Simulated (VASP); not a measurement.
# AlNi in VASP: single point with RPBE

Aim: the single point of AlNi with RPBE.

Program: VASP 6.6.1. These are calculated values, not measurements. Logs are shortened: lines on timing, memory, paths and dates and some standing lists are left out, and cuts for length are marked.

## (1) The cell of the first run

The cell holds a slab with vacuum, 16 atoms: a = 5.833 Å, b = 4.124 Å, c = 23.187 Å, α = 90.00°, β = 90.00°, γ = 90.00°.

## (2) Single point, RPBE

The input, INCAR:

```
SYSTEM = AlNi
ALGO     = Normal         ! electronic algorithm
DIPOL    = 0.5 0.5 0.500
EDIFF    = 1E-6           ! SCF threshold, eV
ENCUT    = 520            ! plane-wave cutoff, eV
GGA      = RP             ! functional
IDIPOL   = 3            
ISIF     = 2              ! what is computed and relaxed
ISMEAR   = 0              ! smearing method
LASPH    = .True.         ! aspherical terms in the spheres
LCHARG   = .False.        ! write CHGCAR
LDIPOL   = .True.       
LREAL    = Auto         
LWAVE    = .False.        ! write WAVECAR
NBANDS   = 66             ! bands
NELM     = 60             ! most SCF steps
PREC     = Accurate       ! precision mode
SIGMA    = 0.1            ! smearing width, eV
```

The input, KPOINTS:

```
k-points
0
Gamma
  5 7 1
  0 0 0
```

The input, POSCAR:

```
AlNi
1.0
    5.8327558228      0.0000000000      0.0000000000
    0.0000000000      4.1243811953      0.0000000000
    0.0000000000      0.0000000000     23.1865717930
Al Ni
8 8
Direct
    0.0000000000      0.5000000000      0.3665914942
    0.5000000000      0.5000000000      0.3665914942
    0.0000000000      0.0000000000      0.4555304981
    0.5000000000      0.0000000000      0.4555304981
    0.0000000000      0.5000000000      0.5446093928
    0.5000000000      0.5000000000      0.5446093928
    0.0000000000      0.0000000000      0.6358936487
    0.5000000000      0.0000000000      0.6358936487
    0.2500000000      0.0000000000      0.3665914942
    0.7500000000      0.0000000000      0.3665914942
    0.2500000000      0.5000000000      0.4555304981
    0.7500000000      0.5000000000      0.4555304981
    0.2500000000      0.0000000000      0.5427521962
    0.7500000000      0.0000000000      0.5427521962
    0.2500000000      0.5000000000      0.6288644285
    0.7500000000      0.5000000000      0.6288644285
```

Potentials or basis: VASP PAW PBE potentials, release 64 (Al, Ni).

Command:

```
> cat potpaw_PBE.64/Al/POTCAR potpaw_PBE.64/Ni/POTCAR > POTCAR
> mpirun -np 1 vasp_std > vasp.out
```

OUTCAR:

```text
SYSTEM = AlNi
   EDIFF = 1E-6
   ENCUT = 520
   GGA = RP
   ISIF = 2
   ISMEAR = 0
   LASPH = .True.
   LREAL = Auto
   NELM = 60
   PREC = Accurate

 ion  position               nearest neighbor table
   1  0.000  0.500  0.367-   9 2.53  10 2.53   9 2.53  10 2.53  11 2.53  12 2.53   2 2.92   2 2.92
                             3 2.92   3 2.92
   2  0.500  0.500  0.367-   9 2.53  10 2.53   9 2.53  10 2.53  11 2.53  12 2.53   1 2.92   1 2.92
                             4 2.92   4 2.92
   3  0.000  0.000  0.456-  13 2.49  14 2.49  11 2.53  12 2.53  11 2.53  12 2.53   9 2.53  10 2.53
                             4 2.92   4 2.92   1 2.92   1 2.92   5 2.92   5 2.92
   4  0.500  0.000  0.456-  13 2.49  14 2.49  11 2.53  12 2.53  11 2.53  12 2.53   9 2.53  10 2.53
                             3 2.92   3 2.92   2 2.92   2 2.92   6 2.92   6 2.92
   5  0.000  0.500  0.545-  15 2.44  16 2.44  13 2.53  14 2.53  13 2.53  14 2.53  11 2.53  12 2.53
                             6 2.92   6 2.92   3 2.92   3 2.92   7 2.96   7 2.96
   6  0.500  0.500  0.545-  15 2.44  16 2.44  13 2.53  14 2.53  13 2.53  14 2.53  11 2.53  12 2.53
                             5 2.92   5 2.92   4 2.92   4 2.92   8 2.96   8 2.96
   7  0.000  0.000  0.636-  15 2.53  16 2.53  15 2.53  16 2.53  13 2.61  14 2.61   8 2.92   8 2.92
                             5 2.96   5 2.96
   8  0.500  0.000  0.636-  15 2.53  16 2.53  15 2.53  16 2.53  13 2.61  14 2.61   7 2.92   7 2.92
                             6 2.96   6 2.96
   9  0.250  0.000  0.367-   1 2.53   2 2.53   1 2.53   2 2.53   3 2.53   4 2.53  10 2.92  10 2.92
[... 23 lines left out ...]
 A1 = (   0.0000000000,  -4.1243811953,   0.0000000000)
 A2 = (   5.8327558228,   0.0000000000,   0.0000000000)
 A3 = (   0.0000000000,   0.0000000000,  23.1865717930)

Analysis of symmetry for initial positions (statically):
=====================================================================
 Subroutine PRICEL returns following result:

  LATTYP: Found a simple orthorhombic cell.
 ALAT       =     2.9163779114
 B/A-ratio  =     1.4142135624
 C/A-ratio  =     7.9504688684

  Lattice vectors:

 A1 = (   2.9163779114,   0.0000000000,   0.0000000000)
 A2 = (   0.0000000000,   4.1243811953,   0.0000000000)
 A3 = (   0.0000000000,   0.0000000000,  23.1865717930)

   2 primitive cells build up your supercell.

 Routine SETGRP: Setting up the symmetry group for a
 simple orthorhombic supercell.

 Subroutine GETGRP returns: Found  4 space group operations
 (whereof  4 operations were pure point group operations)
 out of a pool of  8 trial point group operations.

The static configuration has the point symmetry C_2v.

Analysis of symmetry for dynamics (positions and initial velocities):
=====================================================================
 Subroutine PRICEL returns following result:

  LATTYP: Found a simple orthorhombic cell.
 ALAT       =     2.9163779114
 B/A-ratio  =     1.4142135624
 C/A-ratio  =     7.9504688684

  Lattice vectors:

 A1 = (   2.9163779114,   0.0000000000,   0.0000000000)
 A2 = (   0.0000000000,   4.1243811953,   0.0000000000)
 A3 = (   0.0000000000,   0.0000000000,  23.1865717930)

   2 primitive cells build up your supercell.

 Routine SETGRP: Setting up the symmetry group for a
 simple orthorhombic supercell.

 Subroutine GETGRP returns: Found  4 space group operations
 (whereof  4 operations were pure point group operations)
 out of a pool of  8 trial point group operations.

The dynamic configuration has the point symmetry C_2v.

 Subroutine INISYM returns: Found  4 space group operations
 (whereof  4 operations are pure point group operations),
 and found     2 'primitive' translations

----------------------------------------------------------------------------------------

                                     Primitive cell

  volume of cell :     278.8940

  direct lattice vectors                    reciprocal lattice vectors
     2.916377911  0.000000000  0.000000000     0.342891090  0.000000000  0.000000000
     0.000000000  4.124381195  0.000000000     0.000000000  0.242460615  0.000000000
     0.000000000  0.000000000 23.186571793     0.000000000  0.000000000  0.043128411

  length of vectors
     2.916377911  4.124381195 23.186571793     0.342891090  0.242460615  0.043128411

[... 34 lines left out ...]
     0.000000000  0.000000000  0.043128411     0.000000000  0.000000000  1.000000000

  Length of vectors
     0.034289109  0.034637231  0.043128411

  Shift w.r.t. Gamma in fractional coordinates (k-lattice)
     0.000000000  0.000000000  0.000000000

 Subroutine IBZKPT returns following result:
 ===========================================

 Found     12 irreducible k-points:

 Following reciprocal coordinates:
            Coordinates               Weight
  0.000000  0.000000  0.000000      1.000000
  0.200000  0.000000  0.000000      2.000000
  0.400000  0.000000  0.000000      2.000000
  0.000000  0.142857  0.000000      2.000000
  0.200000  0.142857  0.000000      4.000000
  0.400000  0.142857  0.000000      4.000000
  0.000000  0.285714  0.000000      2.000000
  0.200000  0.285714  0.000000      4.000000
  0.400000  0.285714  0.000000      4.000000
  0.000000  0.428571  0.000000      2.000000
  0.200000  0.428571  0.000000      4.000000
  0.400000  0.428571  0.000000      4.000000
   k-points           NKPTS =     12   k-points in BZ     NKDIM =     12   number of bands    NBANDS=     66
   number of dos      NEDOS =    301   number of ions     NIONS =     16
   total plane-waves  NPLWV = 276480
   dimension x,y,z NGX =    48 NGY =   32 NGZ =  180
   dimension x,y,z NGXF=    96 NGYF=   64 NGZF=  360
   ions per type =               8   8
   NGX,Y,Z   is equivalent  to a cutoff of  13.68, 12.90, 12.91 a.u.
   NGXF,Y,Z  is equivalent  to a cutoff of  27.36, 25.80, 25.81 a.u.
 SYSTEM =  AlNi
   PREC   = accura    normal or accurate (medium, high low for compatibility)
   ISTART =      0    job   : 0-new  1-cont  2-samecut
   ICHARG =      2    charge: 1-file 2-atom 10-const
   ISPIN  =      1    spin polarized calculation?
   LNONCOLLINEAR =      F non collinear calculations
   LSORBIT =      F    spin-orbit coupling
   LASPH  =      T    aspherical Exc in radial PAW
   ENCUT  =  520.0 eV  38.22 Ry    6.18 a.u.  10.85  7.67 43.11*2*pi/ulx,y,z
   NELM   =     60;   NELMIN=  2; NELMDL= -5     # of ELM steps
   EDIFF  = 0.1E-05   stopping-criterion for ELM
   LREAL  =      T    real-space projection
   EDIFFG = 0.1E-04   stopping-criterion for IOM
   NSW    =      0    number of steps for IOM
   IBRION =     -1    ionic relax: 0-MD 1-quasi-New 2-CG
   NFREE  =      0    steps in history (QN), initial steepest desc. (CG)
   ISIF   =      2    stress and relaxation
   ISYM   =      2    0-nonsym 1-usesym 2-fastsym
   POTIM  = 0.5000    time-step for ionic-motion
   TEBEG  =    0.0;   TEEND  =   0.0 temperature during run
   PSTRESS=    0.0 pullay stress
   NELECT =     104.0000    total number of electrons
   NUPDOWN=      -1.0000    fix difference up-down
   EMIN   =  10.00;   EMAX   =-10.00  energy-range for DOS
   EFERMI =   0.00;   METHOD = LEGACY
   ISMEAR =     0;   SIGMA  =   0.10  broadening in eV -4-tet -1-fermi 0-gaus
   EFERMI_NEDOS =   21; number of points for ismear=-14 and -15
   IALGO  =     38    algorithm
   IMIX   =      4    mixing-type and parameters
     AMIX     =   0.40;   BMIX     =  1.00
     AMIX_MAG =   1.60;   BMIX_MAG =  1.00
  volume/ion in A,a.u.               =      34.86       235.26
  Fermi-wavevector in a.u.,A,eV,Ry     =   0.935254  1.767374 11.901016  0.874700
  Thomas-Fermi vector in A             =   2.062143
   LORBIT       =      0    0 simple, 1 ext, 2 COOP (PROOUT), +10 PAW based schemes
   GGA     = RP    functional components
   LHFCALC =     F    Hartree Fock is set to
   AEXX    =    0.0000 exact exchange contribution
   IVDW    =     0    specifies the selected vdW correction
   LEPSILON=     F    determine dielectric tensor
   LRPA    =     F    only Hartree local field effects (RPA)
 non-spin polarized calculation
 Gauss-broadening in eV      SIGMA  =   0.10
  energy-cutoff  :      520.00
  volume of cell :      557.79
 maximum number of plane-waves:     15062
 NGX is ok and might be reduce to    48
   NGX = 21   NGY = 15   NGZ = 87

 dipolmoment           0.000000      0.000000      0.010477 electrons x Angstroem

 number of electron     104.0000091 magnetization

 dipolmoment           0.000000      0.000000     -0.014169 electrons x Angstroem

 Free energy of the ion-electron system (eV)
  ---------------------------------------------------
  ext. energy  EPLUGINS =         0.00000000
  ---------------------------------------------------
  free energy    TOTEN  =       -73.59190359 eV

  energy without entropy =      -73.52797612  energy(sigma->0) =      -73.55993986

 E-fermi :   0.4639     XC(G=0):  -5.0588

 val. band max:        0.4121122876   @ k =   0.0000   0.4286   0.0000
 cond. band min:       0.4645071716   @ k =   0.0000   0.2857   0.0000
 fundamental gap:      0.0523948840
 Fermi energy:         0.4638975158

 k-point     1 :       0.0000    0.0000    0.0000
  band No.  band energies     occupation
      1      -9.8929      2.00000
      2      -8.4859      2.00000
      3      -6.5805      2.00000
      4      -5.9260      2.00000
      5      -5.6327      2.00000
      6      -4.9514      2.00000
[... 793 lines left out ...]
     63       4.2020      0.00000
     64       4.2556      0.00000
 [bands above 64 left out]

------------------------ aborting loop because EDIFF is reached ----------------------------------------

 vacuum level on the upper side and lower side of the slab       (xc-potential included)        -0.152        -0.050

  FORCE on cell =-STRESS in cart. coord.  units (eV):
  Direction    XX          YY          ZZ          XY          YZ          ZX
  --------------------------------------------------------------------------------------
  -------------------------------------------------------------------------------------
  Total       -8.1384919     -7.0305912     -0.7039737      0.0000000      0.0000000      0.0000000
  in kB      -23.3768173    -20.1945089     -2.0220778      0.0000000      0.0000000      0.0000000
  external PRESSURE =     -15.1978013 kB  Pullay stress =       0.0000000 kB

 VOLUME and BASIS-vectors are now :
 -----------------------------------------------------------------------------
  energy-cutoff  :      520.00
  volume of cell :      557.79
      direct lattice vectors                 reciprocal lattice vectors
     5.832755823  0.000000000  0.000000000     0.171445545  0.000000000  0.000000000
     0.000000000  4.124381195  0.000000000     0.000000000  0.242460615  0.000000000
     0.000000000  0.000000000 23.186571793     0.000000000  0.000000000  0.043128411

 POSITION                                       TOTAL-FORCE (eV/Angst)
 -----------------------------------------------------------------------------------
      0.00000      2.06219      8.50000        -0.000000     -0.000000     -0.393280
      2.91638      2.06219      8.50000        -0.000000      0.000000     -0.393280
      0.00000      0.00000     10.56219        -0.000000     -0.000000     -0.470028
      2.91638      0.00000     10.56219        -0.000000     -0.000000     -0.470028
      0.00000      2.06219     12.62762        -0.000000     -0.000000      0.014112
      2.91638      2.06219     12.62762        -0.000000      0.000000      0.014112
[... 8 lines left out ...]
      1.45819      2.06219     14.58121         0.000000     -0.000000      0.007572
      4.37457      2.06219     14.58121         0.000000     -0.000000      0.007572
 -----------------------------------------------------------------------------------
    total drift:                                0.000000      0.000000     -0.001532

  FREE ENERGIE OF THE ION-ELECTRON SYSTEM (eV)
  ---------------------------------------------------
  free  energy   TOTEN  =       -73.5919035913 eV

  energy  without entropy=      -73.5279761199  energy(sigma->0) =      -73.55993986

 vacuum level on the upper side and lower side of the slab         4.988         5.092
```

Run time: 22 min. Hardware: 1 thread of AMD EPYC 7R43 (Zen 3), shared host; peak memory 0.67 GiB.

What came out:

```
Free energy            : -73.5919 eV
Largest force          : 0.553 eV/Å
Band gap on the k mesh : zero (bands 52 and 53 overlap by 1.23 eV)
```

Forces on the atoms (eV/Å):
```
Al   0.000  0.000 -0.393
Al   0.000  0.000 -0.393
Al   0.000  0.000 -0.470
Al   0.000  0.000 -0.470
Al   0.000  0.000  0.014
Al   0.000  0.000  0.014
Al   0.000  0.000 -0.025
Al   0.000  0.000 -0.025
Ni   0.000  0.000  0.553
Ni   0.000  0.000  0.553
Ni   0.000  0.000  0.308
Ni   0.000  0.000  0.308
Ni   0.000  0.000  0.006
Ni   0.000  0.000  0.006
Ni   0.000  0.000  0.008
Ni   0.000  0.000  0.008
```

Levels at points of the mesh, in eV from the Fermi level:
```csv
k point,band 50,band 51,band 52,band 53,band 54,band 55
"(0.00, 0.00, 0.00)",-0.54,-0.28,0.01,0.25,0.88,1.60
```

Caveat: the PAW data sets were made with another functional, which shifts forces and pressure a little. Spin polarisation is off, so any magnetic state and its effect on volume and gap are missing.
